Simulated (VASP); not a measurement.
# AgI2 in VASP: single point with PBEsol

Aim: the single point of AgI2 with PBEsol.

Program: VASP 6.6.1. These are calculated values, not measurements. Logs are shortened: lines on timing, memory, paths and dates and some standing lists are left out, and cuts for length are marked.

### 1 The cell of the first run

The cell holds a slab with vacuum, 6 atoms: a = 6.355 Å, b = 4.286 Å, c = 20.429 Å, α = 90.00°, β = 90.00°, γ = 90.00°.

### 2 Single point, PBEsol

Contents of INCAR:

```
PREC = Accurate
ENCUT = 400
EDIFF = 1E-6
ISMEAR = -1
SIGMA = 0.1
LREAL = F
LASPH = T
NELM = 120
ALGO = Normal
ISIF = 2
LWAVE = F
LCHARG = F
LDIPOL = T
IDIPOL = 3
DIPOL = 0.5 0.5 0.483
GGA = PS
NBANDS = 34
GGA_COMPAT = F
NELMDL = -8
```

Contents of KPOINTS:

```
regular mesh
0
Gamma
  3 4 1
```

Contents of POSCAR:

```
AgI2
1.0
    6.3547810000      0.0000000000      0.0000000000
    0.0000000000      4.2857280000      0.0000000000
    0.0000000000      0.0000000000     20.4285920000
Ag I
2 4
Direct
    0.5000000000      0.0000000000      0.3426569976
    0.5000000000      0.0000000000      0.5524476675
    0.7777620000      0.5000000000      0.3426569976
    0.2222380000      0.0000000000      0.4475523325
    0.7777620000      0.5000000000      0.5524476675
    0.2222380000      0.0000000000      0.6573430024
```

Potentials or basis: VASP PAW PBE potentials, release 64 (Ag, I).

Launch:

```
$ cat potpaw_PBE.64/Ag/POTCAR potpaw_PBE.64/I/POTCAR > POTCAR
$ mpirun -np 1 vasp_std > vasp.out
```

OUTCAR:

```text
PREC = Accurate
   ENCUT = 400
   EDIFF = 1E-6
   ISMEAR = -1
   LREAL = F
   LASPH = T
   NELM = 120
   ISIF = 2
   GGA = PS
   NELMDL = -8

 ion  position               nearest neighbor table
   1  0.500  0.000  0.343-   4 2.78   3 2.78   3 2.78
   2  0.500  0.000  0.552-   6 2.78   5 2.78   5 2.78   4 2.78
   3  0.778  0.500  0.343-   1 2.78   1 2.78
   4  0.222  0.000  0.448-   1 2.78   2 2.78
   5  0.778  0.500  0.552-   2 2.78   2 2.78
   6  0.222  0.000  0.657-   2 2.78

  LATTYP: Found a simple orthorhombic cell.
 ALAT       =     4.2857280000
 B/A-ratio  =     1.4827774884
 C/A-ratio  =     4.7666562134

  Lattice vectors:

 A1 = (   0.0000000000,  -4.2857280000,   0.0000000000)
 A2 = (   6.3547810000,   0.0000000000,   0.0000000000)
 A3 = (   0.0000000000,   0.0000000000,  20.4285920000)

Analysis of symmetry for initial positions (statically):
=====================================================================
 Subroutine PRICEL returns:
 Original cell was already a primitive cell.

 Routine SETGRP: Setting up the symmetry group for a
 simple orthorhombic supercell.

 Subroutine GETGRP returns: Found  2 space group operations
 (whereof  2 operations were pure point group operations)
 out of a pool of  8 trial point group operations.

The static configuration has the point symmetry C_1h.

Analysis of symmetry for dynamics (positions and initial velocities):
=====================================================================
 Subroutine PRICEL returns:
 Original cell was already a primitive cell.

 Routine SETGRP: Setting up the symmetry group for a
 simple orthorhombic supercell.

 Subroutine GETGRP returns: Found  2 space group operations
 (whereof  2 operations were pure point group operations)
 out of a pool of  8 trial point group operations.

The dynamic configuration has the point symmetry C_1h.

 Subroutine INISYM returns: Found  2 space group operations
 (whereof  2 operations are pure point group operations),
 and found     1 'primitive' translations

----------------------------------------------------------------------------------------

                                     Primitive cell

  volume of cell :     556.3699

  direct lattice vectors                    reciprocal lattice vectors
     6.354781000  0.000000000  0.000000000     0.157361835  0.000000000  0.000000000
     0.000000000  4.285728000  0.000000000     0.000000000  0.233332587  0.000000000
     0.000000000  0.000000000 20.428592000     0.000000000  0.000000000  0.048951000

  length of vectors
     6.354781000  4.285728000 20.428592000     0.157361835  0.233332587  0.048951000

  position of ions in fractional coordinates (direct lattice)
     0.500000000  0.000000000  0.342656998
     0.500000000  0.000000000  0.552447667
     0.777762000  0.500000000  0.342656998
     0.222238000  0.000000000  0.447552333
     0.777762000  0.500000000  0.552447667
     0.222238000  0.000000000  0.657343002

  ion indices of the primitive-cell ions
   primitive index   ion index
                 1           1
                 2           2
                 3           3
                 4           4
                 5           5
                 6           6

----------------------------------------------------------------------------------------

 KPOINTS: regular mesh

Automatic generation of k-mesh.
 Grid dimensions read from file:
 generate k-points for:    3    4    1

 Generating k-lattice:

  Cartesian coordinates                     Fractional coordinates (reciprocal lattice)
     0.052453945  0.000000000  0.000000000     0.333333333  0.000000000  0.000000000
     0.000000000  0.058333147  0.000000000     0.000000000  0.250000000  0.000000000
     0.000000000  0.000000000  0.048951000     0.000000000  0.000000000  1.000000000

  Length of vectors
     0.052453945  0.058333147  0.048951000

  Shift w.r.t. Gamma in fractional coordinates (k-lattice)
     0.000000000  0.000000000  0.000000000

 Subroutine IBZKPT returns following result:
 ===========================================

 Found      6 irreducible k-points:

 Following reciprocal coordinates:
            Coordinates               Weight
  0.000000  0.000000  0.000000      1.000000
  0.333333  0.000000  0.000000      2.000000
  0.000000  0.250000  0.000000      2.000000
  0.333333  0.250000  0.000000      4.000000
  0.000000  0.500000  0.000000      1.000000
  0.333333  0.500000  0.000000      2.000000
   k-points           NKPTS =      6   k-points in BZ     NKDIM =      6   number of bands    NBANDS=     34
   number of dos      NEDOS =    301   number of ions     NIONS =      6
   total plane-waves  NPLWV = 164640
   dimension x,y,z NGX =    42 NGY =   28 NGZ =  140
   dimension x,y,z NGXF=    84 NGYF=   56 NGZF=  280
   ions per type =               2   4
   NGX,Y,Z   is equivalent  to a cutoff of  10.99, 10.86, 11.39 a.u.
   NGXF,Y,Z  is equivalent  to a cutoff of  21.98, 21.72, 22.79 a.u.
 SYSTEM =  unknown system
   PREC   = accura    normal or accurate (medium, high low for compatibility)
   ISTART =      0    job   : 0-new  1-cont  2-samecut
   ICHARG =      2    charge: 1-file 2-atom 10-const
   ISPIN  =      1    spin polarized calculation?
   LNONCOLLINEAR =      F non collinear calculations
   LSORBIT =      F    spin-orbit coupling
   LASPH  =      T    aspherical Exc in radial PAW
   ENCUT  =  400.0 eV  29.40 Ry    5.42 a.u.  10.36  6.99 33.31*2*pi/ulx,y,z
   NELM   =    120;   NELMIN=  2; NELMDL= -8     # of ELM steps
   EDIFF  = 0.1E-05   stopping-criterion for ELM
   LREAL  =      F    real-space projection
   EDIFFG = 0.1E-04   stopping-criterion for IOM
   NSW    =      0    number of steps for IOM
   IBRION =     -1    ionic relax: 0-MD 1-quasi-New 2-CG
   NFREE  =      0    steps in history (QN), initial steepest desc. (CG)
   ISIF   =      2    stress and relaxation
   ISYM   =      2    0-nonsym 1-usesym 2-fastsym
   POTIM  = 0.5000    time-step for ionic-motion
   TEBEG  =    0.0;   TEEND  =   0.0 temperature during run
   PSTRESS=    0.0 pullay stress
   NELECT =      50.0000    total number of electrons
   NUPDOWN=      -1.0000    fix difference up-down
   EMIN   =  10.00;   EMAX   =-10.00  energy-range for DOS
   EFERMI =   0.00;   METHOD = LEGACY
   ISMEAR =    -1;   SIGMA  =   0.10  broadening in eV -4-tet -1-fermi 0-gaus
   EFERMI_NEDOS =   21; number of points for ismear=-14 and -15
   IALGO  =     38    algorithm
   IMIX   =      4    mixing-type and parameters
     AMIX     =   0.40;   BMIX     =  1.00
     AMIX_MAG =   1.60;   BMIX_MAG =  1.00
  volume/ion in A,a.u.               =      92.73       625.76
  Fermi-wavevector in a.u.,A,eV,Ry     =   0.733292  1.385721  7.316086  0.537717
  Thomas-Fermi vector in A             =   1.825965
   LORBIT       =      0    0 simple, 1 ext, 2 COOP (PROOUT), +10 PAW based schemes
   GGA     = PS    functional components
   LHFCALC =     F    Hartree Fock is set to
   AEXX    =    0.0000 exact exchange contribution
   IVDW    =     0    specifies the selected vdW correction
   LEPSILON=     F    determine dielectric tensor
   LRPA    =     F    only Hartree local field effects (RPA)
 non-spin polarized calculation
  energy-cutoff  :      400.00
  volume of cell :      556.37
 maximum number of plane-waves:     10140
 NGX is ok and might be reduce to    42
   NGX = 21   NGY = 13   NGZ = 67

 dipolmoment           0.000000      0.000000     -0.000004 electrons x Angstroem

 number of electron      49.9999977 magnetization

 dipolmoment           0.000000      0.000000      0.116922 electrons x Angstroem

 Free energy of the ion-electron system (eV)
  ---------------------------------------------------
  ext. energy  EPLUGINS =         0.00000000
  ---------------------------------------------------
  free energy    TOTEN  =       -12.83060748 eV

  energy without entropy =      -12.56375462  energy(sigma->0) =      -12.69718105

 E-fermi :  -2.7292     XC(G=0):  -4.0184

 val. band max:       -2.8078848450   @ k =   0.0000   0.2500   0.0000
 cond. band min:      -2.7257056809   @ k =   0.3333   0.0000   0.0000
 fundamental gap:      0.0821791641
 Fermi energy:        -2.7292462565

 k-point     1 :       0.0000    0.0000    0.0000
  band No.  band energies     occupation
      1     -14.7112      2.00000
      2     -14.4664      2.00000
      3     -14.2941      2.00000
      4     -13.9339      2.00000
      5      -6.5612      2.00000
      6      -6.5245      2.00000
[... 26 lines left out ...]
     33       3.6317      0.00000
     34       3.7197      0.00000

 k-point     2 :       0.3333    0.0000    0.0000
  band No.  band energies     occupation
      1     -14.6178      2.00000
      2     -14.4527      2.00000
      3     -14.3843      2.00000
      4     -13.9583      2.00000
      5      -6.5429      2.00000
      6      -6.5370      2.00000
[... 26 lines left out ...]
     33       3.7804      0.00000
     34       4.0150      0.00000

 k-point     3 :       0.0000    0.2500    0.0000
  band No.  band energies     occupation
      1     -14.5781      2.00000
      2     -14.3741      2.00000
      3     -14.2701      2.00000
      4     -13.8813      2.00000
      5      -6.6817      2.00000
      6      -6.5714      2.00000
[... 26 lines left out ...]
     33       3.4230      0.00000
     34       3.9931      0.00000

 k-point     4 :       0.3333    0.2500    0.0000
  band No.  band energies     occupation
      1     -14.5091      2.00000
      2     -14.3740      2.00000
      3     -14.3275      2.00000
      4     -13.8935      2.00000
      5      -6.6052      2.00000
      6      -6.5326      2.00000
[... 26 lines left out ...]
     33       3.8983      0.00000
     34       4.1039      0.00000

 k-point     5 :       0.0000    0.5000    0.0000
  band No.  band energies     occupation
      1     -14.3530      2.00000
      2     -14.3498      2.00000
      3     -14.2568      2.00000
      4     -13.8289      2.00000
      5      -6.6910      2.00000
      6      -6.5429      2.00000
[... 26 lines left out ...]
     33       3.9860      0.00000
     34       4.1175      0.00000

 k-point     6 :       0.3333    0.5000    0.0000
  band No.  band energies     occupation
      1     -14.3518      2.00000
      2     -14.3464      2.00000
      3     -14.2561      2.00000
      4     -13.8268      2.00000
      5      -6.5577      2.00000
      6      -6.4752      2.00000
[... 26 lines left out ...]
     33       4.2434      0.00000
     34       4.6681      0.00000

------------------------ aborting loop because EDIFF is reached ----------------------------------------

 vacuum level on the upper side and lower side of the slab       (xc-potential included)         0.194        -0.555

  FORCE on cell =-STRESS in cart. coord.  units (eV):
  Direction    XX          YY          ZZ          XY          YZ          ZX
  --------------------------------------------------------------------------------------
  -------------------------------------------------------------------------------------
  Total       -3.4735248     -4.4207755     -2.6101030      0.0000000      0.0000000      0.3444348
  in kB      -10.0027025    -12.7304987     -7.5163086      0.0000000      0.0000000      0.9918681
  external PRESSURE =     -10.0831700 kB  Pullay stress =       0.0000000 kB

 VOLUME and BASIS-vectors are now :
 -----------------------------------------------------------------------------
  energy-cutoff  :      400.00
  volume of cell :      556.37
      direct lattice vectors                 reciprocal lattice vectors
     6.354781000  0.000000000  0.000000000     0.157361835  0.000000000  0.000000000
     0.000000000  4.285728000  0.000000000     0.000000000  0.233332587  0.000000000
     0.000000000  0.000000000 20.428592000     0.000000000  0.000000000  0.048951000

 POSITION                                       TOTAL-FORCE (eV/Angst)
 -----------------------------------------------------------------------------------
      3.17739      0.00000      7.00000         0.413790      0.000000      0.679773
      3.17739      0.00000     11.28573        -0.042634      0.000000      0.226726
      4.94251      2.14286      7.00000        -0.521265      0.000000     -0.183204
      1.41227      0.00000      9.14286         0.210265      0.000000     -0.282554
      4.94251      2.14286     11.28573        -0.216118      0.000000      0.018041
      1.41227      0.00000     13.42859         0.155962      0.000000     -0.458784
 -----------------------------------------------------------------------------------
    total drift:                                0.000194      0.000000      0.000898

  FREE ENERGIE OF THE ION-ELECTRON SYSTEM (eV)
  ---------------------------------------------------
  free  energy   TOTEN  =       -12.8306074776 eV

  energy  without entropy=      -12.5637546165  energy(sigma->0) =      -12.69718105

 vacuum level on the upper side and lower side of the slab         3.563         2.797
```

Run time: 84 s. Hardware: 1 thread of Intel Xeon 6975P-C (Granite Rapids), shared host; peak memory 0.42 GiB.

Results:

* Free energy: -12.8306 eV
* Largest force: 0.796 eV/Å
* Band gap on the k mesh: zero (bands 25 and 26 overlap by 0.54 eV)

Forces on the atoms (eV/Å):
```
Ag   0.414  0.000  0.680
Ag  -0.043  0.000  0.227
I   -0.521  0.000 -0.183
I    0.210  0.000 -0.283
I   -0.216  0.000  0.018
I    0.156  0.000 -0.459
```

Caveat: the k points lie up to 0.37 Å⁻¹ apart, too coarse for converged energies and pressures of a metal; the PAW data sets were made with another functional, which shifts forces and pressure a little; spin-orbit coupling is left out, which moves the levels of the heavy elements.
